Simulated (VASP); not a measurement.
W: single point with r2SCAN

Crystal: W.

```
W
1.0
     0.00000    1.96652    2.16317
     1.96652    0.00000    2.16317
     1.96652    1.96652    0.00000
W
1
Direct
  0.00000 0.00000 0.00000
```

This cell differs from its parent crystal: ratio of the length along z to the lengths across it x 1.1, volume and fractional coordinates fixed.

| Property | Result |
| --- | --- |
| Program | VASP 6.6.1 |
| Task | single point |
| Functional | r2SCAN |
| Potentials or basis | VASP PAW PBE potentials, release 64 (W_sv) |
| Cutoff | 520 eV |
| k mesh | 22 × 22 × 22 |
| Occupations | gaussian, width 0.15 eV |
| Spin | no spin polarisation |

```yaml
Pressure: -7.9 GPa
Band_gap_on_the_k_mesh: zero (bands 7 and 8 overlap by 3.87 eV)
```

Stress tensor (GPa, compression positive):
```
-13.13   0.00   0.00
  0.00 -13.13   0.00
  0.00   0.00   2.62
```

Levels at points of the mesh, in eV from the Fermi level:
```
           k point  band 4  band 5  band 6  band 7  band 8  band 9  band 10  band 11
(0.00, 0.00, 0.00)  -38.83   -9.60   -1.73   -0.22   -0.22    1.35     3.48    13.26
(0.50, 0.00, 0.00)  -38.90   -6.01   -1.68   -0.15    0.20    4.57     5.15    10.41
(0.50, 0.50, 0.00)  -39.12   -5.93   -4.83    1.43    5.16    5.49     5.49    11.62
(0.50, 0.00, 0.50)  -39.26   -5.75   -4.85    3.35    4.63    4.76     6.28    10.76
```

Run time: 6.3 min on 1 thread of Intel Xeon 8259CL, on a shared host, peak memory 0.29 GiB.

Caveat: the stress differs along the axes, from -13 to 3 GPa; the PAW data sets were made with another functional, which shifts forces and pressure a little; spin-orbit coupling is left out, which moves the levels of the heavy elements.
